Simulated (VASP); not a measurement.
Write the native input for VASP 6.6.1 that does the following.

```yaml
Task: single point
Functional: r2SCAN
Potentials_or_basis: VASP PAW PBE potentials, release 64 (W_sv, S)
Cutoff: 520 eV
k_mesh: 10 × 10 × 1
Occupations: fermi-dirac, width 0.05 eV
Spin: no spin polarisation
Dipole_correction: no
Further_INCAR_settings: ALGO = Normal; EDIFF = 1e-06; NBANDS = 49
```

WS2, a slab with vacuum:

```
W S
1.0
     3.18147    0.00000    0.00000
    -1.59073    2.75523    0.00000
     0.00000    0.00000   28.69638
W S
3 6
Direct
  0.66667 0.33333 0.43198
  0.66667 0.33333 0.88748
  0.00000 0.00000 0.65972
  0.66667 0.33333 0.60538
  0.00000 0.00000 0.37765
  0.00000 0.00000 0.83313
  0.66667 0.33333 0.71407
  0.00000 0.00000 0.48632
  0.00000 0.00000 0.94181
```

These files were run (other wordings do the same):

POSCAR

```
WS2
1.0
    3.1814650095      0.0000000000      0.0000000000
   -1.5907325048      2.7552295195      0.0000000000
    0.0000000000      0.0000000000     28.6963818431
W S
3 6
Direct
    0.6666666667      0.3333333333      0.4319759115
    0.6666666667      0.3333333333      0.8874808686
    0.0000000000      0.0000000000      0.6597211359
    0.6666666667      0.3333333333      0.6053757718
    0.0000000000      0.0000000000      0.3776499660
    0.0000000000      0.0000000000      0.8331337356
    0.6666666667      0.3333333333      0.7140663122
    0.0000000000      0.0000000000      0.4863241036
    0.0000000000      0.0000000000      0.9418061848
```

INCAR.step1

```
ALGO = Normal
EDIFF = 1E-4
ENCUT = 520
GGA = PE
ISMEAR = -1
LASPH = True
LCHARG = False
LREAL = False
LWAVE = True
NBANDS = 49
NELM = 100
PREC = Accurate
SIGMA = 0.05
```

INCAR.step2

```
ALGO = Normal
EDIFF = 1E-6
ENCUT = 520
ISIF = 2
ISMEAR = -1
ISTART = 1
LASPH = True
LCHARG = False
LMIXTAU = True
LREAL = False
LWAVE = False
METAGGA = R2SCAN
NBANDS = 49
NELM = 100
PREC = Accurate
SIGMA = 0.05
```

KPOINTS

```
k-points
0
Gamma
  10 10 1
```

Potentials or basis: VASP PAW PBE potentials, release 64 (W_sv, S).

Launch:

```sh
$ cat potpaw_PBE.64/W_sv/POTCAR potpaw_PBE.64/S/POTCAR > POTCAR
$ cp INCAR.step1 INCAR
$ mpirun -np 1 vasp_std > vasp.out
$ cp INCAR.step2 INCAR
$ mpirun -np 1 vasp_std > vasp.out
```

It gave:

```
Largest force          : 0.022 eV/Å
Band gap on the k mesh : 1.66 eV (least direct gap 2.25 eV)
```

Caveat: there is no dipole correction, which matters where the two faces differ; the PAW data sets were made with another functional, which shifts forces and pressure a little; spin-orbit coupling is left out, which moves the levels of the heavy elements.

Wall time 29 min on 1 thread of Intel Xeon 8259CL, on a shared host, peak memory 0.45 GiB.
